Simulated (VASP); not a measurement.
# KI (Cmcm) in VASP: single point with PBEsol+D3(BJ)

Aim: the single point of KI with PBEsol+D3(BJ).

Everything below comes from runs of VASP 6.6.1. Logs are shortened: lines on timing, memory, paths and dates and some standing lists are left out, and cuts for length are marked.

### Step 1. The cell of the first run

Symmetry: Cmcm, No. 63, orthorhombic system. The conventional cell has a = 5.025 Å, b = 8.510 Å, c = 8.677 Å, α = 90.00°, β = 90.00°, γ = 90.00°. Within 4.7 Å of K (site symmetry 2/m) lie 6 I at 3.59 to 3.62 Å and 2 K at 4.34 Å. Within 4.7 Å of I (site symmetry m2m) lie 6 K at 3.59 to 3.62 Å.

### Step 2. Single point, PBEsol+D3(BJ)

INCAR

```
SYSTEM = KI
PREC     = Accurate       ! precision mode
ENCUT    = 520            ! plane-wave cutoff, eV
EDIFF    = 1E-6           ! SCF threshold, eV
ISMEAR   = 1              ! smearing method
SIGMA    = 0.1            ! smearing width, eV
LREAL    = .FALSE.        ! projectors in reciprocal space
LASPH    = .TRUE.         ! aspherical terms in the spheres
NELM     = 60             ! most SCF steps
ALGO     = Normal         ! electronic algorithm
ISIF     = 2              ! what is computed and relaxed
LWAVE    = .FALSE.        ! write WAVECAR
LCHARG   = .FALSE.        ! write CHGCAR
GGA      = PS             ! functional
IVDW     = 12             ! dispersion correction
NBANDS   = 24             ! bands
```

KPOINTS

```
Automatic mesh
0
G
  4 4 2
  0 0 0
```

POSCAR

```
KI
1.0
    2.5126600000     -4.2552300000      0.0000000000
    2.5126600000      4.2552300000      0.0000000000
    0.0000000000      0.0000000000      8.6765900000
K I
2 2
Direct
    0.5000000000      0.5000000000      0.5000000000
    0.5000000000      0.5000000000      0.0000000000
    0.8402300000      0.1597700000      0.2500000000
    0.1597700000      0.8402300000      0.7500000000
```

Potentials or basis: VASP PAW PBE potentials, release 64 (K_sv, I).

Started as:

```sh
$ cat potpaw_PBE.64/K_sv/POTCAR potpaw_PBE.64/I/POTCAR > POTCAR
$ mpirun -np 1 vasp_std > vasp.out
```

OUTCAR:

```text
SYSTEM = KI
   PREC = Accurate
   ENCUT = 520
   EDIFF = 1E-6
   ISMEAR = 1
   LREAL = .FALSE.
   LASPH = .TRUE.
   NELM = 60
   ISIF = 2
   GGA = PS
   IVDW = 12
 IVDW          = 12

 ion  position               nearest neighbor table
   1  0.500  0.500  0.500-   4 3.59   3 3.59   4 3.59   3 3.59   3 3.62   4 3.62
   2  0.500  0.500  0.000-   4 3.59   3 3.59   4 3.59   3 3.59   3 3.62   4 3.62
   3  0.840  0.160  0.250-   1 3.59   2 3.59   1 3.59   2 3.59   1 3.62   2 3.62
   4  0.160  0.840  0.750-   1 3.59   2 3.59   1 3.59   2 3.59   1 3.62   2 3.62

  LATTYP: Found a base centered orthorhombic cell.
 ALAT       =     5.0253200000
 B/A-ratio  =     1.6935160348
 C/A-ratio  =     1.7265746261

  Lattice vectors:

 A1 = (   2.5126600000,  -4.2552300000,   0.0000000000)
 A2 = (   2.5126600000,   4.2552300000,   0.0000000000)
 A3 = (   0.0000000000,   0.0000000000,   8.6765900000)

Analysis of symmetry for initial positions (statically):
=====================================================================
 Subroutine PRICEL returns:
 Original cell was already a primitive cell.

 Routine SETGRP: Setting up the symmetry group for a
 base centered orthorhombic supercell.

 Subroutine GETGRP returns: Found  8 space group operations
 (whereof  4 operations were pure point group operations)
 out of a pool of  8 trial point group operations.

The static configuration has the point symmetry C_2h.
 The point group associated with its full space group is D_2h.

Analysis of symmetry for dynamics (positions and initial velocities):
=====================================================================
 Subroutine PRICEL returns:
 Original cell was already a primitive cell.

 Routine SETGRP: Setting up the symmetry group for a
 base centered orthorhombic supercell.

 Subroutine GETGRP returns: Found  8 space group operations
 (whereof  4 operations were pure point group operations)
 out of a pool of  8 trial point group operations.

The dynamic configuration has the point symmetry C_2h.
 The point group associated with its full space group is D_2h.

 Subroutine INISYM returns: Found  8 space group operations
 (whereof  4 operations are pure point group operations),
 and found     1 'primitive' translations

----------------------------------------------------------------------------------------

                                     Primitive cell

  volume of cell :     185.5393

  direct lattice vectors                    reciprocal lattice vectors
     2.512660000 -4.255230000  0.000000000     0.198992303 -0.117502462  0.000000000
     2.512660000  4.255230000  0.000000000     0.198992303  0.117502462  0.000000000
     0.000000000  0.000000000  8.676590000     0.000000000  0.000000000  0.115252651

  length of vectors
     4.941704425  4.941704425  8.676590000     0.231094710  0.231094710  0.115252651

  position of ions in fractional coordinates (direct lattice)
     0.500000000  0.500000000  0.500000000
     0.500000000  0.500000000  0.000000000
     0.840230000  0.159770000  0.250000000
     0.159770000  0.840230000  0.750000000

  ion indices of the primitive-cell ions
   primitive index   ion index
                 1           1
                 2           2
                 3           3
                 4           4

----------------------------------------------------------------------------------------

 KPOINTS: Automatic mesh

Automatic generation of k-mesh.
 Grid dimensions read from file:
 generate k-points for:    4    4    2

 Generating k-lattice:

  Cartesian coordinates                     Fractional coordinates (reciprocal lattice)
     0.049748076 -0.029375615  0.000000000     0.250000000  0.000000000  0.000000000
     0.049748076  0.029375615  0.000000000     0.000000000  0.250000000  0.000000000
     0.000000000  0.000000000  0.057626326     0.000000000  0.000000000  0.500000000

  Length of vectors
     0.057773678  0.057773678  0.057626326

  Shift w.r.t. Gamma in fractional coordinates (k-lattice)
     0.000000000  0.000000000  0.000000000

 Subroutine IBZKPT returns following result:
 ===========================================

 Found     14 irreducible k-points:

 Following reciprocal coordinates:
            Coordinates               Weight
  0.000000  0.000000  0.000000      1.000000
  0.250000  0.000000  0.000000      4.000000
  0.500000  0.000000  0.000000      2.000000
  0.250000  0.250000  0.000000      2.000000
  0.500000  0.250000  0.000000      4.000000
 -0.250000  0.250000  0.000000      2.000000
  0.500000  0.500000  0.000000      1.000000
  0.000000  0.000000  0.500000      1.000000
  0.250000  0.000000  0.500000      4.000000
  0.500000  0.000000  0.500000      2.000000
  0.250000  0.250000  0.500000      2.000000
  0.500000  0.250000  0.500000      4.000000
 -0.250000  0.250000  0.500000      2.000000
  0.500000  0.500000  0.500000      1.000000
   k-points           NKPTS =     14   k-points in BZ     NKDIM =     14   number of bands    NBANDS=     24
   number of dos      NEDOS =    301   number of ions     NIONS =      4
   total plane-waves  NPLWV = 112000
   dimension x,y,z NGX =    40 NGY =   40 NGZ =   70
   dimension x,y,z NGXF=    80 NGYF=   80 NGZF=  140
   ions per type =               2   2
   NGX,Y,Z   is equivalent  to a cutoff of  13.46, 13.46, 13.41 a.u.
   NGXF,Y,Z  is equivalent  to a cutoff of  26.91, 26.91, 26.82 a.u.
 SYSTEM =  KI
   PREC   = accura    normal or accurate (medium, high low for compatibility)
   ISTART =      0    job   : 0-new  1-cont  2-samecut
   ICHARG =      2    charge: 1-file 2-atom 10-const
   ISPIN  =      1    spin polarized calculation?
   LNONCOLLINEAR =      F non collinear calculations
   LSORBIT =      F    spin-orbit coupling
   LASPH  =      T    aspherical Exc in radial PAW
   ENCUT  =  520.0 eV  38.22 Ry    6.18 a.u.   9.19  9.19 16.13*2*pi/ulx,y,z
   NELM   =     60;   NELMIN=  2; NELMDL= -5     # of ELM steps
   EDIFF  = 0.1E-05   stopping-criterion for ELM
   LREAL  =      F    real-space projection
[... 7 lines left out ...]
   TEBEG  =    0.0;   TEEND  =   0.0 temperature during run
   PSTRESS=    0.0 pullay stress
   NELECT =      32.0000    total number of electrons
   NUPDOWN=      -1.0000    fix difference up-down
   EMIN   =  10.00;   EMAX   =-10.00  energy-range for DOS
   EFERMI =   0.00;   METHOD = LEGACY
   ISMEAR =     1;   SIGMA  =   0.10  broadening in eV -4-tet -1-fermi 0-gaus
   EFERMI_NEDOS =   21; number of points for ismear=-14 and -15
   IALGO  =     38    algorithm
   IMIX   =      4    mixing-type and parameters
     AMIX     =   0.40;   BMIX     =  1.00
     AMIX_MAG =   1.60;   BMIX_MAG =  1.00
  volume/ion in A,a.u.               =      46.38       313.02
  Fermi-wavevector in a.u.,A,eV,Ry     =   0.911268  1.722047 11.298410  0.830410
  Thomas-Fermi vector in A             =   2.035528
   LORBIT       =      0    0 simple, 1 ext, 2 COOP (PROOUT), +10 PAW based schemes
   GGA     = PS    functional components
   LHFCALC =     F    Hartree Fock is set to
   AEXX    =    0.0000 exact exchange contribution
   IVDW    =    12    specifies the selected vdW correction
   LEPSILON=     F    determine dielectric tensor
   LRPA    =     F    only Hartree local field effects (RPA)
 non-spin polarized calculation
 Methfessel and Paxton  Order N= 1 SIGMA  =   0.10
  energy-cutoff  :      520.00
  volume of cell :      185.54
 maximum number of plane-waves:      5034
 NGX is ok and might be reduce to    40
   NGX = 19   NGY = 19   NGZ = 33

 number of electron      31.9999999 magnetization

 Free energy of the ion-electron system (eV)
  ---------------------------------------------------
  ext. energy  EPLUGINS =         0.00000000
  ---------------------------------------------------
  free energy    TOTEN  =       -11.52388682 eV

  energy without entropy =      -11.52465901  energy(sigma->0) =      -11.52414422

 E-fermi :  -0.5949     XC(G=0):  -7.1303

 val. band max:       -0.6571490920   @ k =   0.0000   0.0000   0.0000
 cond. band min:       2.9535061211   @ k =   0.0000   0.0000   0.0000
 fundamental gap:      3.6106552131
 Fermi energy:        -0.5948573147

 k-point     1 :       0.0000    0.0000    0.0000
  band No.  band energies     occupation
      1     -29.2325      2.00000
      2     -29.2282      2.00000
      3     -12.9291      2.00000
      4     -12.7802      2.00000
      5     -12.7774      2.00000
      6     -12.7695      2.00000
[... 16 lines left out ...]
     23       6.1780      0.00000
     24       6.7369      0.00000

 k-point     2 :       0.2500    0.0000    0.0000
  band No.  band energies     occupation
      1     -29.2318      2.00000
      2     -29.2276      2.00000
      3     -12.8920      2.00000
      4     -12.8309      2.00000
      5     -12.7853      2.00000
      6     -12.7844      2.00000
[... 16 lines left out ...]
     23       6.5867      0.00000
     24       6.7777      0.00000

 k-point     3 :       0.5000    0.0000    0.0000
  band No.  band energies     occupation
      1     -29.2311      2.00000
      2     -29.2269      2.00000
      3     -12.8928      2.00000
      4     -12.8383      2.00000
      5     -12.8035      2.00000
      6     -12.7892      2.00000
[... 16 lines left out ...]
     23       7.2453      0.00000
     24       7.4128      0.00000
[... 244 lines left out ...]
 k-point    13 :      -0.2500    0.2500    0.5000
  band No.  band energies     occupation
      1     -29.2296      2.00000
      2     -29.2296      2.00000
      3     -12.8393      2.00000
      4     -12.8393      2.00000
      5     -12.7949      2.00000
      6     -12.7949      2.00000
[... 16 lines left out ...]
     23       6.6951      0.00000
     24       6.6951      0.00000

 k-point    14 :       0.5000    0.5000    0.5000
  band No.  band energies     occupation
      1     -29.2289      2.00000
      2     -29.2289      2.00000
      3     -12.8488      2.00000
      4     -12.8488      2.00000
      5     -12.7963      2.00000
      6     -12.7963      2.00000
[... 16 lines left out ...]
     23       7.3156      0.00000
     24       7.3156      0.00000

------------------------ aborting loop because EDIFF is reached ----------------------------------------

 Edisp (eV)   -0.89446

 E8    (eV) :    -0.6330

  FORCE on cell =-STRESS in cart. coord.  units (eV):
  Direction    XX          YY          ZZ          XY          YZ          ZX
  --------------------------------------------------------------------------------------
  -------------------------------------------------------------------------------------
  Total      -1.78948    -1.71194    -1.78186     0.00000     0.00000     0.00000
  in kB     -15.45256   -14.78300   -15.38680     0.00000     0.00000     0.00000
  external pressure =      -15.21 kB  Pullay stress =        0.00 kB

 VOLUME and BASIS-vectors are now :
 -----------------------------------------------------------------------------
  energy-cutoff  :      520.00
  volume of cell :      185.54
      direct lattice vectors                 reciprocal lattice vectors
     2.512660000 -4.255230000  0.000000000     0.198992303 -0.117502462  0.000000000
     2.512660000  4.255230000  0.000000000     0.198992303  0.117502462  0.000000000
     0.000000000  0.000000000  8.676590000     0.000000000  0.000000000  0.115252651

 POSITION                                       TOTAL-FORCE (eV/Angst)
 -----------------------------------------------------------------------------------
      2.51266      0.00000      4.33829         0.000000      0.000000     -0.000000
      2.51266      0.00000      0.00000         0.000000      0.000000     -0.000000
      2.51266     -2.89551      2.16915         0.000000      0.029587      0.000000
      2.51266      2.89551      6.50744         0.000000     -0.029587     -0.000000
 -----------------------------------------------------------------------------------
    total drift:                               -0.000000      0.000000     -0.000000

  FREE ENERGIE OF THE ION-ELECTRON SYSTEM (eV)
  ---------------------------------------------------
  free  energy   TOTEN  =       -12.4183479846 eV

  energy  without entropy=      -12.4191201771  energy(sigma->0) =      -12.41860538
```

It took 2.8 min on 1 thread of AMD EPYC 7R13, shared host; peak memory 0.31 GiB.

Results:

```yaml
Free_energy: -12.4183 eV
Pressure: -1.5 GPa
Largest_force: 0.030 eV/Å
Band_gap_on_the_k_mesh: 3.61 eV, direct
Dispersion_energy_per_atom: -0.224 eV
```

Forces in eV/Å, atoms in the order of the input:
```
K    0.000  0.000  0.000
K    0.000  0.000  0.000
I    0.000  0.030  0.000
I    0.000 -0.030  0.000
```

Levels at points of the mesh, in eV from the valence-band top:
| k point | band 12 | band 13 | band 14 | band 15 | band 16 | band 17 | band 18 | band 19 | band 20 | band 21 |
| --- | --- | --- | --- | --- | --- | --- | --- | --- | --- | --- |
| (0.00, 0.00, 0.00) | -0.31 | -0.25 | -0.20 | -0.06 | 0.00 | 3.61 | 5.32 | 5.61 | 6.54 | 6.69 |
| (0.50, 0.00, 0.00) | -0.91 | -0.69 | -0.56 | -0.34 | -0.34 | 5.01 | 5.58 | 5.58 | 6.72 | 7.43 |
| (0.50, 0.50, 0.00) | -0.91 | -0.63 | -0.62 | -0.42 | -0.40 | 4.94 | 5.62 | 5.75 | 6.71 | 7.22 |
| (0.00, 0.00, 0.50) | -0.86 | -0.19 | -0.19 | -0.13 | -0.13 | 4.68 | 4.68 | 6.20 | 6.20 | 6.88 |
| (0.50, 0.00, 0.50) | -1.18 | -0.52 | -0.52 | -0.34 | -0.34 | 5.43 | 5.43 | 5.57 | 5.57 | 7.89 |
| (0.50, 0.50, 0.50) | -1.18 | -0.50 | -0.50 | -0.41 | -0.41 | 5.38 | 5.38 | 5.58 | 5.58 | 7.89 |

Caveat: three body term missing; the PAW data sets were made with another functional, which shifts forces and pressure a little; spin-orbit coupling is left out, which moves the levels of the heavy elements.
